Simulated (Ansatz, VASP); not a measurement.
Te3Pt2Se: VASP beside Ansatz

```xyz
6
Lattice="3.8084 2.1988 3.8112 -3.8084 2.1988 3.8112 0.0000 -4.3975 3.8112" Properties=species:S:1:pos:R:3 pbc="T T T"
Te    0.0000    2.1988    3.8112
Te   -1.9042   -1.0994    3.8112
Te    1.9042   -1.0994    3.8112
Pt    0.0000    0.0000    9.0744
Pt    0.0000    0.0000    2.3592
Se    0.0000    0.0000    5.7168
```

Alike in both runs: task single point; functional PBE; k mesh 3 × 3 × 3; occupations gaussian, width 0.1 eV; collinear spin.

|  | VASP | Ansatz |
| --- | --- | --- |
| version | VASP 6.6.1 | Ansatz 0.2.0 |
| potentials or method | VASP PAW PBE potentials, release 64 (Te, Pt, Se), cutoff 520 eV | scalar-relativistic, plane waves, PAW |
| valence electrons in the cell | 44 | 100 |

```csv
,VASP,Ansatz,Ansatz less VASP
gap on the k mesh at the Fermi level (eV),none,none,-
pressure (GPa),-0.1,0.0,+0.11
rms of the force components (eV/Å),0.008,0.000,-0.0077
net moment per atom (μB),0.00,0.00,0.000
```

Atom by atom the forces differ by 0.008 eV/Å (rms over components). A gap of «none» marks a metal or a gap that the smearing closes. VASP's potentials hold 44 valence electrons a cell and Ansatz's 100, so a difference there can come from the potentials and not from the codes. Ansatz's warnings: seeded moment not kept.

The k mesh is coarse, so the values compare programs but aren't converged. Spin-orbit coupling is off throughout.
